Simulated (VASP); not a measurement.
Here is a VASP 6.6.1 calculation.

File INCAR:

```
  PREC = Accurate
  ENCUT = 520
  EDIFF = 1E-6
  ISMEAR = 0
  SIGMA = 0.1
  LREAL = False
  LASPH = True
  NELM = 60
  ALGO = Normal
  ISIF = 2
  LWAVE = False
  LCHARG = True
  GGA = PE
  LELF = True
  LVHAR = True
  NBANDS = 26
```

The input KPOINTS:

```
Automatic mesh
0
Gamma
  8 8 8
```

The input POSCAR:

```
Si
1.0
   -3.5979879719      3.5979879719      3.1939858330
    3.5979879719     -3.5979879719      3.1939858330
    3.5979879719      3.5979879719     -3.1939858330
Si
8
Direct
    0.7652315051      0.1167139745      0.2345608411
    0.8821531334      0.5306706640      0.7654391589
    0.1167139745      0.7652315051      0.2345608411
    0.4693293360      0.2347684949      0.3514824694
    0.8832860255      0.1178468666      0.6485175306
    0.5306706640      0.8821531334      0.7654391589
    0.2347684949      0.4693293360      0.3514824694
    0.1178468666      0.8832860255      0.6485175306
```

Potentials or basis: VASP PAW PBE potentials, release 64 (Si).

The run is started by

```sh
$ cat potpaw_PBE.64/Si/POTCAR > POTCAR
$ mpirun -np 1 vasp_std > vasp.out
```

Problem. Predict the pressure.

Solution. 0.0 GPa.

Problem. Estimate the band gap on the k mesh.

Solution. Zero (bands 16 and 17 overlap by 0.21 eV).

Forces on the atoms (eV/Å):
```
Si   0.001  0.000  0.002
Si  -0.001  0.000  0.002
Si   0.000  0.001  0.002
Si   0.000  0.001 -0.002
Si   0.000 -0.001 -0.002
Si   0.000 -0.001  0.002
Si   0.001  0.000 -0.002
Si  -0.001  0.000 -0.002
```

Caveat: semilocal functionals underestimate gaps, so a narrow gap can read as zero.
